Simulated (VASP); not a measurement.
# TiAl (P4/mmm) in VASP: a series of runs

TiAl is run at these levels: LDA; tasks: single point.

All numbers are computed with VASP 6.6.1; they aren't measurements. Logs are shortened: lines on timing, memory, paths and dates and some standing lists are left out, and cuts for length are marked.

### 1 The cell of the first run

The structure is tetragonal, space group P4/mmm (No. 123). The conventional cell has a = 3.433 Å, b = 3.433 Å, c = 2.925 Å, α = 90.00°, β = 90.00°, γ = 90.00°. Ti (site symmetry 4/mmm) has 8 Al at 2.83 Å and 6 Ti at 2.92 to 3.43 Å within 3.7 Å. Within 3.7 Å of Al (site symmetry 4/mmm) lie 8 Ti at 2.83 Å and 6 Al at 2.92 to 3.43 Å.

### 2 Single point, LDA (strain +0.080 along x and y, -0.080 along z)

INCAR

```
PREC = Accurate ; ENCUT = 520
EDIFF = 1E-6 ; ISMEAR = 0
SIGMA = 0.15 ; LREAL = F
LASPH = T ; NELM = 60
ALGO = Fast ; ISIF = 2
LWAVE = F ; LCHARG = T
GGA = CA ; LELF = T
LVHAR = T ; NBANDS = 14
```

KPOINTS

```
Automatic mesh
0
Gamma
  16 16 16
```

POSCAR

```
TiAl
1.0
    3.4333891200      0.0000000000      0.0000000000
    0.0000000000      3.4333891200      0.0000000000
    0.0000000000      0.0000000000      2.9247388800
Ti Al
1 1
Direct
    0.0000000000      0.0000000000      0.0000000000
    0.5000000000      0.5000000000      0.5000000000
```

Potentials or basis: VASP PAW LDA potentials, release 64 (Ti_sv, Al).

On the command line:

```console
$ cat potpaw_LDA.64/Ti_sv/POTCAR potpaw_LDA.64/Al/POTCAR > POTCAR
$ mpirun -np 1 vasp_std > vasp.out
```

OUTCAR:

```text
PREC = Accurate
   ENCUT = 520
   EDIFF = 1E-6
   ISMEAR = 0
   LREAL = F
   LASPH = T
   NELM = 60
   ISIF = 2
   GGA = CA

 ion  position               nearest neighbor table
   1  0.000  0.000  0.000-   2 2.83   2 2.83   2 2.83   2 2.83   2 2.83   2 2.83   2 2.83   2 2.83

   2  0.500  0.500  0.500-   1 2.83   1 2.83   1 2.83   1 2.83   1 2.83   1 2.83   1 2.83   1 2.83

  LATTYP: Found a simple tetragonal cell.
 ALAT       =     3.4333891200
 C/A-ratio  =     0.8518518519

  Lattice vectors:

 A1 = (   3.4333891200,   0.0000000000,   0.0000000000)
 A2 = (   0.0000000000,   3.4333891200,   0.0000000000)
 A3 = (   0.0000000000,   0.0000000000,   2.9247388800)

Analysis of symmetry for initial positions (statically):
=====================================================================
 Subroutine PRICEL returns:
 Original cell was already a primitive cell.

 Routine SETGRP: Setting up the symmetry group for a
 simple tetragonal supercell.

 Subroutine GETGRP returns: Found 16 space group operations
 (whereof 16 operations were pure point group operations)
 out of a pool of 16 trial point group operations.

The static configuration has the point symmetry D_4h.

Analysis of symmetry for dynamics (positions and initial velocities):
=====================================================================
 Subroutine PRICEL returns:
 Original cell was already a primitive cell.

 Routine SETGRP: Setting up the symmetry group for a
 simple tetragonal supercell.

 Subroutine GETGRP returns: Found 16 space group operations
 (whereof 16 operations were pure point group operations)
 out of a pool of 16 trial point group operations.

The dynamic configuration has the point symmetry D_4h.

 Subroutine INISYM returns: Found 16 space group operations
 (whereof 16 operations are pure point group operations),
 and found     1 'primitive' translations

----------------------------------------------------------------------------------------

                                     Primitive cell

  volume of cell :      34.4773

  direct lattice vectors                    reciprocal lattice vectors
     3.433389120  0.000000000  0.000000000     0.291257403  0.000000000  0.000000000
     0.000000000  3.433389120  0.000000000     0.000000000  0.291257403  0.000000000
     0.000000000  0.000000000  2.924738880     0.000000000  0.000000000  0.341910865

  length of vectors
     3.433389120  3.433389120  2.924738880     0.291257403  0.291257403  0.341910865

  position of ions in fractional coordinates (direct lattice)
     0.000000000  0.000000000  0.000000000
[... 85 lines left out ...]
   ISYM   =      2    0-nonsym 1-usesym 2-fastsym
   POTIM  = 0.5000    time-step for ionic-motion
   TEBEG  =    0.0;   TEEND  =   0.0 temperature during run
   PSTRESS=    0.0 pullay stress
   NELECT =      15.0000    total number of electrons
   NUPDOWN=      -1.0000    fix difference up-down
   EMIN   =  10.00;   EMAX   =-10.00  energy-range for DOS
   EFERMI =   0.00;   METHOD = LEGACY
   ISMEAR =     0;   SIGMA  =   0.15  broadening in eV -4-tet -1-fermi 0-gaus
   EFERMI_NEDOS =   21; number of points for ismear=-14 and -15
   IALGO  =     68    algorithm
   IMIX   =      4    mixing-type and parameters
     AMIX     =   0.40;   BMIX     =  1.00
     AMIX_MAG =   1.60;   BMIX_MAG =  1.00
  volume/ion in A,a.u.               =      17.24       116.33
  Fermi-wavevector in a.u.,A,eV,Ry     =   1.240493  2.344191 20.936945  1.538822
  Thomas-Fermi vector in A             =   2.374931
   LORBIT       =      0    0 simple, 1 ext, 2 COOP (PROOUT), +10 PAW based schemes
   GGA     = CA    functional components
   LHFCALC =     F    Hartree Fock is set to
   AEXX    =    0.0000 exact exchange contribution
   IVDW    =     0    specifies the selected vdW correction
   LEPSILON=     F    determine dielectric tensor
   LRPA    =     F    only Hartree local field effects (RPA)
 non-spin polarized calculation
 RMM-DIIS sequential band-by-band and
 Gauss-broadening in eV      SIGMA  =   0.15
  energy-cutoff  :      520.00
  volume of cell :       34.48
 maximum number of plane-waves:       953
 NGX is ok and might be reduce to    28
   NGX = 13   NGY = 13   NGZ = 11

 number of electron      15.0000001 magnetization

 Free energy of the ion-electron system (eV)
  ---------------------------------------------------
  ext. energy  EPLUGINS =         0.00000000
  ---------------------------------------------------
  free energy    TOTEN  =       -13.19543503 eV

  energy without entropy =      -13.16267151  energy(sigma->0) =      -13.17905327

 E-fermi :   7.7047     XC(G=0): -11.0014

 val. band max:        7.7037067974   @ k =   0.3125   0.1250   0.3750
 cond. band min:       7.7056222074   @ k =   0.2500   0.1875   0.1875
 fundamental gap:      0.0019154100
 Fermi energy:         7.7047376334

 k-point     1 :       0.0000    0.0000    0.0000
  band No.  band energies     occupation
      1     -48.5196      2.00000
      2     -25.1751      2.00000
      3     -25.1751      2.00000
      4     -24.9145      2.00000
      5      -1.1079      2.00000
      6       6.3518      2.00000
      7       6.5873      2.00000
      8       8.9155      0.00000
      9       9.7704      0.00000
     10       9.7704      0.00000
     11      10.5833      0.00000
     12      10.5833      0.00000
     13      15.0043      0.00000
     14      15.2806      0.00000
[... 377 lines left out ...]
      1     -48.5130      2.00000
      2     -25.2561      2.00000
      3     -25.1794      2.00000
      4     -24.9082      2.00000
      5       1.5448      2.00000
      6       2.9860      2.00000
      7       7.0025      2.00000
      8       7.1223      2.00000
      9       9.0369      0.00000
     10       9.7700      0.00000
     11       9.9476      0.00000
     12      13.1491      0.00000
     13      14.3082      0.00000
     14      16.6094      0.00000

 [... further k-points ...]
[... 5 lines left out ...]
  --------------------------------------------------------------------------------------
  -------------------------------------------------------------------------------------
  Total       -2.3082581     -2.3082581     -2.6260102      0.0000000      0.0000000     -0.0000000
  in kB     -107.2659306   -107.2659306   -122.0320305      0.0000000      0.0000000     -0.0000000
  external PRESSURE =    -112.1879639 kB  Pullay stress =       0.0000000 kB

 VOLUME and BASIS-vectors are now :
 -----------------------------------------------------------------------------
  energy-cutoff  :      520.00
  volume of cell :       34.48
      direct lattice vectors                 reciprocal lattice vectors
     3.433389120  0.000000000  0.000000000     0.291257403  0.000000000  0.000000000
     0.000000000  3.433389120  0.000000000     0.000000000  0.291257403  0.000000000
     0.000000000  0.000000000  2.924738880     0.000000000  0.000000000  0.341910865

 POSITION                                       TOTAL-FORCE (eV/Angst)
 -----------------------------------------------------------------------------------
      0.00000      0.00000      0.00000         0.000000      0.000000      0.000000
      1.71669      1.71669      1.46237         0.000000      0.000000      0.000000
 -----------------------------------------------------------------------------------
    total drift:                               -0.000000     -0.000000     -0.000000

  FREE ENERGIE OF THE ION-ELECTRON SYSTEM (eV)
  ---------------------------------------------------
  free  energy   TOTEN  =       -13.1954350347 eV

  energy  without entropy=      -13.1626715062  energy(sigma->0) =      -13.17905327
```

stdout:

```text
POSCAR found type information on POSCAR TiAl
 POSCAR found :  2 types and       2 ions
 scaLAPACK will be used
 LDA part: xc-table for (Slater(with rela. corr.)+CA(PZ))
 , standard interpolation
 POSCAR, INCAR and KPOINTS ok, starting setup
 FFT: planning ... GRIDC
 FFT: planning ... GRID_SOFT
 FFT: planning ... GRID
 WAVECAR not read
 entering main loop
WARNING in EDDRMM: call to ZHEGV failed, returncode =   8  4     11
WARNING in EDDRMM: call to ZHEGV failed, returncode =   6  3      8
WARNING in EDDRMM: call to ZHEGV failed, returncode =   6  3      8
WARNING in EDDRMM: call to ZHEGV failed, returncode =   6  3      8
WARNING in EDDRMM: call to ZHEGV failed, returncode =   6  3     11
WARNING in EDDRMM: call to ZHEGV failed, returncode =   8  4      5
WARNING in EDDRMM: call to ZHEGV failed, returncode =   6  3     13
```

Wall time 3.5 min (1 thread of Intel Xeon 6975P-C, shared host); peak memory 0.3 GiB.

What came out:

```
Free energy : -13.1954 eV
Pressure    : -11.2 GPa
```

Levels at points of the mesh, in eV from the Fermi level:
| k point | band 4 | band 5 | band 6 | band 7 | band 8 | band 9 | band 10 | band 11 |
| --- | --- | --- | --- | --- | --- | --- | --- | --- |
| (0.00, 0.00, 0.00) | -32.62 | -8.81 | -1.35 | -1.12 | 1.21 | 2.07 | 2.07 | 2.88 |
| (0.50, 0.00, 0.00) | -32.61 | -6.25 | -4.94 | -0.59 | -0.42 | 1.30 | 2.17 | 2.24 |
| (0.50, 0.50, 0.00) | -32.61 | -5.41 | -2.37 | -2.37 | -1.54 | 1.53 | 1.53 | 2.14 |
| (0.00, 0.00, 0.50) | -32.84 | -4.71 | -4.52 | -0.28 | -0.28 | -0.10 | 1.62 | 3.86 |
| (0.50, 0.00, 0.50) | -32.84 | -4.29 | -2.02 | -1.10 | -1.05 | 0.19 | 0.58 | 2.54 |
| (0.50, 0.50, 0.50) | -32.91 | -2.75 | -2.68 | -2.68 | 0.45 | 2.31 | 2.83 | 2.83 |

Caveat: the cell differs from its parent crystal (strain +0.080 along x and y, -0.080 along z).

### 3 Single point, LDA (strain +0.000 along x and y, +0.080 along z)

INCAR

```
SYSTEM = TiAl
PREC     = Accurate       ! precision mode
ENCUT    = 520            ! plane-wave cutoff, eV
EDIFF    = 1E-6           ! SCF threshold, eV
ISMEAR   = 0              ! smearing method
SIGMA    = 0.15           ! smearing width, eV
LREAL    = .FALSE.        ! projectors in reciprocal space
LASPH    = .TRUE.         ! aspherical terms in the spheres
NELM     = 100            ! most SCF steps
ALGO     = Fast           ! electronic algorithm
ISIF     = 2              ! what is computed and relaxed
LWAVE    = .FALSE.        ! write WAVECAR
LCHARG   = .FALSE.        ! write CHGCAR
GGA      = CA             ! functional
NBANDS   = 14             ! bands
```

KPOINTS

```
Automatic mesh
0
G
  16 16 16
  0 0 0
```

POSCAR

```
TiAl
1.0
    3.1790640000      0.0000000000      0.0000000000
    0.0000000000      3.1790640000      0.0000000000
    0.0000000000      0.0000000000      3.4333891200
Ti Al
1 1
Direct
    0.0000000000      0.0000000000      0.0000000000
    0.5000000000      0.5000000000      0.5000000000
```

Potentials or basis: VASP PAW LDA potentials, release 64 (Ti_sv, Al).

On the command line:

```console
$ cat potpaw_LDA.64/Ti_sv/POTCAR potpaw_LDA.64/Al/POTCAR > POTCAR
$ mpirun -np 1 vasp_std > vasp.out
```

Wall time 2.2 min (1 thread of Intel Xeon 6975P-C, shared host); peak memory 0.3 GiB.

The run converged. Its results:

```yaml
Free_energy: -13.1674 eV
Pressure: -12.3 GPa
```

Stress tensor (GPa, compression positive):
```
-14.21   0.00   0.00
  0.00 -14.21   0.00
  0.00   0.00  -8.43
```

Levels at points of the mesh, in eV from the Fermi level:
```tsv
k point	band 4	band 5	band 6	band 7	band 8	band 9	band 10	band 11	band 12	band 13
(0.00, 0.00, 0.00)	-32.85	-8.81	-1.30	-1.12	1.55	1.55	1.85	2.88	4.79	4.79
(0.50, 0.00, 0.00)	-32.83	-5.58	-4.79	-0.38	-0.37	0.42	1.77	2.99	6.44	7.80
(0.50, 0.50, 0.00)	-32.90	-4.43	-1.69	-1.69	-1.17	0.34	0.34	2.72	4.23	4.75
(0.00, 0.00, 0.50)	-32.84	-6.24	-4.95	-0.53	0.39	0.39	1.97	2.20	6.68	9.39
(0.50, 0.00, 0.50)	-32.83	-4.90	-2.23	-1.84	-1.35	0.78	0.92	2.32	4.15	4.18
(0.50, 0.50, 0.50)	-32.97	-2.78	-2.78	-2.77	0.24	2.37	2.70	2.75	2.95	2.95
```

Caveat: the cell differs from its parent crystal (strain +0.000 along x and y, +0.080 along z).

### 4 Single point, LDA (strain +0.080 along x and y, -0.040 along z)

INCAR

```
PREC = Accurate
ENCUT = 520
EDIFF = 1E-6
ISMEAR = 0
SIGMA = 0.15
LREAL = F
LASPH = T
NELM = 100
ALGO = Fast
ISIF = 2
LWAVE = F
LCHARG = F
NBANDS = 14
```

KPOINTS

```
regular mesh
0
Gamma
  16 16 16
```

POSCAR

```
TiAl
1.0
    3.4333891200      0.0000000000      0.0000000000
    0.0000000000      3.4333891200      0.0000000000
    0.0000000000      0.0000000000      3.0519014400
Ti Al
1 1
Direct
    0.0000000000      0.0000000000      0.0000000000
    0.5000000000      0.5000000000      0.5000000000
```

On the command line:

```console
$ cat potpaw_LDA.64/Ti_sv/POTCAR potpaw_LDA.64/Al/POTCAR > POTCAR
$ mpirun -np 1 vasp_std > vasp.out
```

It took 3.5 min on 1 thread of Intel Xeon 6975P-C, shared host; peak memory 0.31 GiB.

The run converged. Its results:

- Free energy: -13.0619 eV
- Pressure: -14.4 GPa

Stress tensor (GPa, compression positive):
```
-13.50   0.00   0.00
  0.00 -13.50   0.00
  0.00   0.00 -16.15
```

Levels at points of the mesh, in eV from the Fermi level:
```csv
k point,band 4,band 5,band 6,band 7,band 8,band 9,band 10,band 11
"(0.00, 0.00, 0.00)",-32.81,-8.64,-1.23,-1.06,1.24,1.81,1.81,3.04
"(0.50, 0.00, 0.00)",-32.80,-6.07,-4.81,-0.51,-0.28,0.92,1.92,2.22
"(0.50, 0.50, 0.00)",-32.80,-5.15,-2.23,-2.23,-1.45,1.21,1.21,2.10
"(0.00, 0.00, 0.50)",-32.95,-5.00,-4.51,-0.19,-0.18,-0.18,1.55,3.36
"(0.50, 0.00, 0.50)",-32.94,-4.35,-1.98,-1.36,-1.10,0.30,0.56,2.40
"(0.50, 0.50, 0.50)",-33.01,-2.67,-2.62,-2.62,0.12,2.22,2.67,2.73
```

Caveat: the cell differs from its parent crystal (strain +0.080 along x and y, -0.040 along z).

### 5 Summary

| cell | gap on the mesh (eV) | pressure (GPa) |
| --- | --- | --- |
| a = 3.433, b = 3.433, c = 2.925 Å, 2 atoms | none | -11.2 |
| a = 3.179, b = 3.179, c = 3.433 Å, 2 atoms | none | -12.3 |
| a = 3.433, b = 3.433, c = 3.052 Å, 2 atoms | none | -14.4 |

Alike in all rows: task single point; level LDA; potentials or basis VASP PAW LDA potentials, release 64 (Ti_sv, Al); no spin polarisation; k mesh 16 × 16 × 16; cutoff (eV) 520; smearing gaussian 0.15 eV.

Total energies depend on the potentials used, so only differences within one code and one set of settings carry meaning.
